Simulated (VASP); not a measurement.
# Se (P3_221) in VASP: further runs, part 4 of 4

VASP 6.6.1.

## 5. Electric field gradients, PBE (zz strain of -3 %)

Input file INCAR:

```
SYSTEM = Se
ALGO     = Normal         ! electronic algorithm
EDIFF    = 1E-8           ! SCF threshold, eV
ENCUT    = 400            ! plane-wave cutoff, eV
GGA      = PE             ! functional
GGA_COMPAT= .FALSE.      
ISIF     = 2              ! what is computed and relaxed
ISMEAR   = -1             ! smearing method
LASPH    = .TRUE.         ! aspherical terms in the spheres
LCHARG   = .FALSE.        ! write CHGCAR
LEFG     = .TRUE.       
LREAL    = .FALSE.        ! projectors in reciprocal space
LWAVE    = .FALSE.        ! write WAVECAR
NBANDS   = 16             ! bands
NELM     = 120            ! most SCF steps
PREC     = Accurate       ! precision mode
SIGMA    = 0.03           ! smearing width, eV
```

Input file KPOINTS:

```
k-points
0
G
  8 8 6
  0 0 0
```

Input file POSCAR:

```
Se
1.0
    4.3551696776      0.0000000000      0.0000000000
   -2.1775848388      3.7716875786      0.0000000000
    0.0000000000      0.0000000000      4.8009665000
Se
3
Direct
    0.2170000000      0.0000000000      0.1666666667
    0.0000000000      0.2170000000      0.8333333333
    0.7830000000      0.7830000000      0.5000000000
```

Potentials or basis: VASP PAW PBE potentials, release 64 (Se).

On the command line:

```bash
cat potpaw_PBE.64/Se/POTCAR > POTCAR
mpirun -np 1 vasp_std > vasp.out
```

OUTCAR:

```text
SYSTEM = Se
   EDIFF = 1E-8
   ENCUT = 400
   GGA = PE
   ISIF = 2
   ISMEAR = -1
   LASPH = .TRUE.
   LREAL = .FALSE.
   NELM = 120
   PREC = Accurate

 ion  position               nearest neighbor table
   1  0.217  0.000  0.167-   3 2.29   2 2.29
   2  0.000  0.217  0.833-   3 2.29   1 2.29
   3  0.783  0.783  0.500-   1 2.29   2 2.29

  LATTYP: Found a hexagonal cell.
 ALAT       =     4.3551696776
 C/A-ratio  =     1.1023603798

  Lattice vectors:

 A1 = (   4.3551696776,   0.0000000000,   0.0000000000)
 A2 = (  -2.1775848388,   3.7716875786,   0.0000000000)
 A3 = (   0.0000000000,   0.0000000000,   4.8009665000)

Analysis of symmetry for initial positions (statically):
=====================================================================
 Subroutine PRICEL returns:
 Original cell was already a primitive cell.

 Routine SETGRP: Setting up the symmetry group for a
 hexagonal supercell.

 Subroutine GETGRP returns: Found  6 space group operations
 (whereof  2 operations were pure point group operations)
 out of a pool of 24 trial point group operations.

The static configuration has the point symmetry C_2 .
 The point group associated with its full space group is D_3 .

Analysis of symmetry for dynamics (positions and initial velocities):
=====================================================================
 Subroutine PRICEL returns:
 Original cell was already a primitive cell.

 Routine SETGRP: Setting up the symmetry group for a
 hexagonal supercell.

 Subroutine GETGRP returns: Found  6 space group operations
 (whereof  2 operations were pure point group operations)
 out of a pool of 24 trial point group operations.

The dynamic configuration has the point symmetry C_2 .
 The point group associated with its full space group is D_3 .

 Subroutine INISYM returns: Found  6 space group operations
 (whereof  2 operations are pure point group operations),
 and found     1 'primitive' translations

----------------------------------------------------------------------------------------

                                     Primitive cell

  volume of cell :      78.8623

  direct lattice vectors                    reciprocal lattice vectors
     4.355169678  0.000000000  0.000000000     0.229612179  0.132566653  0.000000000
    -2.177584839  3.771687579  0.000000000     0.000000000  0.265133307  0.000000000
     0.000000000  0.000000000  4.800966500     0.000000000  0.000000000  0.208291393

  length of vectors
     4.355169678  4.355169678  4.800966500     0.265133307  0.265133307  0.208291393

  position of ions in fractional coordinates (direct lattice)
     0.217000000  0.000000000  0.166666667
     1.000000000  0.217000000  0.833333333
     0.783000000  0.783000000  0.500000000

  ion indices of the primitive-cell ions
   primitive index   ion index
                 1           1
                 2           2
                 3           3

[... 79 lines left out ...]
   POTIM  = 0.5000    time-step for ionic-motion
   TEBEG  =    0.0;   TEEND  =   0.0 temperature during run
   PSTRESS=    0.0 pullay stress
   NELECT =      18.0000    total number of electrons
   NUPDOWN=      -1.0000    fix difference up-down
   EMIN   =  10.00;   EMAX   =-10.00  energy-range for DOS
   EFERMI =   0.00;   METHOD = LEGACY
   ISMEAR =    -1;   SIGMA  =   0.03  broadening in eV -4-tet -1-fermi 0-gaus
   EFERMI_NEDOS =   21; number of points for ismear=-14 and -15
   IALGO  =     38    algorithm
   IMIX   =      4    mixing-type and parameters
     AMIX     =   0.40;   BMIX     =  1.00
     AMIX_MAG =   1.60;   BMIX_MAG =  1.00
  volume/ion in A,a.u.               =      26.29       177.40
  Fermi-wavevector in a.u.,A,eV,Ry     =   1.000482  1.890636 13.618939  1.000964
  Thomas-Fermi vector in A             =   2.132841
   LORBIT       =      0    0 simple, 1 ext, 2 COOP (PROOUT), +10 PAW based schemes
   GGA     = PE    functional components
   LHFCALC =     F    Hartree Fock is set to
   AEXX    =    0.0000 exact exchange contribution
   IVDW    =     0    specifies the selected vdW correction
   LEPSILON=     F    determine dielectric tensor
   LRPA    =     F    only Hartree local field effects (RPA)
 non-spin polarized calculation
  energy-cutoff  :      400.00
  volume of cell :       78.86
 maximum number of plane-waves:      1447
   NGX = 15   NGY = 15   NGZ = 15

 number of electron      17.9999998 magnetization

 Free energy of the ion-electron system (eV)
  ---------------------------------------------------
  ext. energy  EPLUGINS =         0.00000000
  ---------------------------------------------------
  free energy    TOTEN  =       -10.21708471 eV

  energy without entropy =      -10.21708471  energy(sigma->0) =      -10.21708471

 E-fermi :   3.7458     XC(G=0):  -8.9507

 val. band max:        3.1402905733   @ k =   0.5000  -0.0000   0.5000
 cond. band min:       4.4360418252   @ k =   0.0000   0.0000   0.5000
 fundamental gap:      1.2957512519
 Fermi energy:         3.7458429853

 k-point     1 :       0.0000    0.0000    0.0000
  band No.  band energies     occupation
      1     -13.4168      2.00000
      2      -8.8120      2.00000
      3      -8.8120      2.00000
      4      -1.0690      2.00000
      5      -1.0690      2.00000
      6      -0.9794      2.00000
[... 433 lines left out ...]
      3      -8.1649      2.00000
      4      -2.5385      2.00000
      5      -2.2007      2.00000
      6      -0.4517      2.00000
[... 8 lines left out ...]
     15      11.7365      0.00000
     16      12.5580      0.00000

 [... further k-points ...]

------------------------ aborting loop because EDIFF is reached ----------------------------------------

  FORCE on cell =-STRESS in cart. coord.  units (eV):
  Direction    XX          YY          ZZ          XY          YZ          ZX
  --------------------------------------------------------------------------------------
  -------------------------------------------------------------------------------------
  Total        3.4718115      3.4718115      6.1725664     -0.0000000      0.0000000      0.0000000
  in kB       70.5337962     70.5337962    125.4027001     -0.0000000      0.0000000      0.0000000
  external PRESSURE =      88.8234308 kB  Pullay stress =       0.0000000 kB

 VOLUME and BASIS-vectors are now :
 -----------------------------------------------------------------------------
  energy-cutoff  :      400.00
  volume of cell :       78.86
      direct lattice vectors                 reciprocal lattice vectors
     4.355169678  0.000000000  0.000000000     0.229612179  0.132566653  0.000000000
    -2.177584839  3.771687579  0.000000000     0.000000000  0.265133307  0.000000000
     0.000000000  0.000000000  4.800966500     0.000000000  0.000000000  0.208291393

 POSITION                                       TOTAL-FORCE (eV/Angst)
 -----------------------------------------------------------------------------------
      0.94507      0.00000      0.80016         1.707617      0.000000      0.000000
     -0.47254      0.81846      4.00081        -0.853809      1.478840     -0.000000
      1.70505      2.95323      2.40048        -0.853809     -1.478840     -0.000000
 -----------------------------------------------------------------------------------
    total drift:                               -0.000000     -0.000001      0.000000

  FREE ENERGIE OF THE ION-ELECTRON SYSTEM (eV)
  ---------------------------------------------------
  free  energy   TOTEN  =       -10.2170847138 eV

  energy  without entropy=      -10.2170847138  energy(sigma->0) =      -10.21708471

 Electric field gradients (V/A^2)
---------------------------------------------------------------------
 ion       V_xx      V_yy      V_zz      V_xy      V_xz      V_yz
---------------------------------------------------------------------
   1     148.603  -328.441   179.838    -0.000     0.000  -326.198
   2    -209.180    29.342   179.838  -206.566   282.496   163.099
   3    -209.180    29.341   179.839   206.566  -282.496   163.099
---------------------------------------------------------------------

 Electric field gradients after diagonalization (V/A^2)
 (convention: |V_zz| > |V_xx| > |V_yy|)
----------------------------------------------------------------------
 ion       V_xx      V_yy      V_zz     asymmetry (V_yy - V_xx)/ V_zz
----------------------------------------------------------------------
   1     339.211   148.603  -487.814       0.391
   2     339.211   148.603  -487.814       0.391
   3     339.211   148.602  -487.813       0.391
----------------------------------------------------------------------

           NMR quadrupolar parameters

 Cq : quadrupolar parameter    Cq=e*Q*V_zz/h
 eta: asymmetry parameters     (V_yy - V_xx)/ V_zz
 Q  : nuclear electric quadrupole moment in mb (millibarn)
----------------------------------------------------------------------
 ion       Cq(MHz)       eta       Q (mb)
----------------------------------------------------------------------
   1      -1.180       0.391       1.000
   2      -1.180       0.391       1.000
   3      -1.180       0.391       1.000
----------------------------------------------------------------------
```

It took 24 s on 1 thread of Intel Xeon Platinum 8375C at 2.90GHz (Ice Lake), shared host; peak memory 0.17 GiB.

What came out:

```
Free energy                             : -10.2171 eV
Pressure                                : 8.9 GPa
Largest force                           : 1.708 eV/Å
Band gap on the k mesh                  : 1.30 eV (least direct gap 1.48 eV)
Largest electric field gradient by atom : Se -487.8 V/Å²
```

Forces in eV/Å, atoms in the order of the input:
```
Se   1.708  0.000  0.000
Se  -0.854  1.479  0.000
Se  -0.854 -1.479  0.000
```

Stress tensor (GPa, compression positive):
```
 7.05  0.00  0.00
 0.00  7.05  0.00
 0.00  0.00 12.54
```

Electric field gradients, principal values (V/Å²):
```
atom    least   middle  greatest (by size)
1 Se  148.603  339.211            -487.814
2 Se  148.603  339.211            -487.814
3 Se  148.602  339.211            -487.813
```

Caveat: the cell differs from its parent crystal (zz strain of -3 %); the stress differs along the axes, from 7 to 13 GPa; without QUAD_EFG the Cq values of the log hold for a quadrupole moment of 1 mb, not for the nuclei; forces of over 1 eV/Å act on the atoms, so gaps and moduli don't describe the material at rest.

## 6. Summary

| cell | cutoff (eV) | gap on the mesh (eV) | pressure (GPa) | largest force (eV/Å) |
| --- | --- | --- | --- | --- |
| a = 4.370, b = 4.370, c = 4.966 Å, angles 90.0, 90.0, 120.0°, 3 atoms | 520 | 1.09 | 5.0 | 1.06 |
| a = 4.412, b = 4.412, c = 5.015 Å, angles 90.0, 90.0, 120.0°, 3 atoms | 520 | 1.06 | 3.1 | 0.72 |
| a = 4.355, b = 4.355, c = 4.801 Å, angles 90.0, 90.0, 120.0°, 3 atoms | 400 | 1.30 | 8.9 | 1.71 |

Alike in all rows: task electric field gradients; level PBE; potentials or basis VASP PAW PBE potentials, release 64 (Se); no spin polarisation; k mesh 8 × 8 × 6; smearing fermi-dirac 0.03 eV.

Caveats: the cell stands under pressure (at least some runs); forces of over 1 eV/Å act on the atoms, so gaps and moduli don't describe the material at rest (at least some runs); the stress differs along the axes, from 7 to 13 GPa (at least some runs).

Total energies depend on the potentials used, so only differences within one code and one set of settings carry meaning.
